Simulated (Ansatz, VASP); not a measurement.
**Two plane-wave programs on Si**

INCAR

```
SYSTEM = Si
PREC = Accurate ; ENCUT = 520
EDIFF = 1E-6 ; ISMEAR = 0
SIGMA = 0.02 ; LREAL = .FALSE.
LASPH = .TRUE. ; NELM = 60
ALGO = Normal ; ISIF = 2
LWAVE = .FALSE. ; LCHARG = .TRUE.
GGA = PS ; LELF = .TRUE.
LVHAR = .TRUE. ; NBANDS = 16
```

Contents of KPOINTS:

```
Automatic mesh
0
G
  10 10 8
  0 0 0
```

File POSCAR:

```
Si
1.0
    2.8255937648      2.8255937648      0.0000000000
   -2.8255937648      2.8255937648      0.0000000000
    0.0000000000      0.0000000000      5.6511875295
Si
4
Direct
    0.0000000000      0.5000000000      0.2500000000
    0.0000000000      0.0000000000      0.5000000000
    0.5000000000      0.0000000000      0.7500000000
    0.5000000000      0.5000000000      0.0000000000
```

Input for Ansatz:

```yaml
crystal:
  lattice:
    - [2.8255937648, 2.8255937648, 0.0]
    - [-2.8255937648, 2.8255937648, 0.0]
    - [0.0, 0.0, 5.6511875295]
  atoms:
    - { symbol: Si, position: [0.0, 0.5, 0.25] }
    - { symbol: Si, position: [0.0, 0.0, 0.5] }
    - { symbol: Si, position: [0.5, 0.0, 0.75] }
    - { symbol: Si, position: [0.5, 0.5, 0.0] }
basis:
  ecutwfc: 420
kpoints:
  mp_grid: { grid: [10, 10, 8] }
hamiltonian:
  xc: pbesol
scf:
  occupations: { method: gaussian, width: 0.02 }
output:
  forces: true
  stress: true
  eigenvalues: true
```

Change from the starting cell: equal strain along all axes, cell held, atoms relaxed: +4.0 %.

Alike in both runs: task single point; functional PBEsol; k mesh 10 × 10 × 8; occupations gaussian, width 0.02 eV; no spin polarisation.

```csv
,VASP,Ansatz
version,VASP 6.6.1,Ansatz 0.2.0
potentials or method,"VASP PAW PBE potentials, release 64 (Si), cutoff 520 eV","scalar-relativistic, plane waves, PAW"
valence electrons in the cell,16,16
```

|  | VASP | Ansatz | Ansatz less VASP |
| --- | --- | --- | --- |
| gap on the k mesh at the Fermi level (eV) | 0.65 | 0.66 | +0.004 |
| least direct gap on the mesh (eV) | 0.80 | 0.80 | +0.004 |
| pressure (GPa) | -8.5 | -8.5 | -0.07 |

VASP's potentials were made for PBE, not for PBEsol.
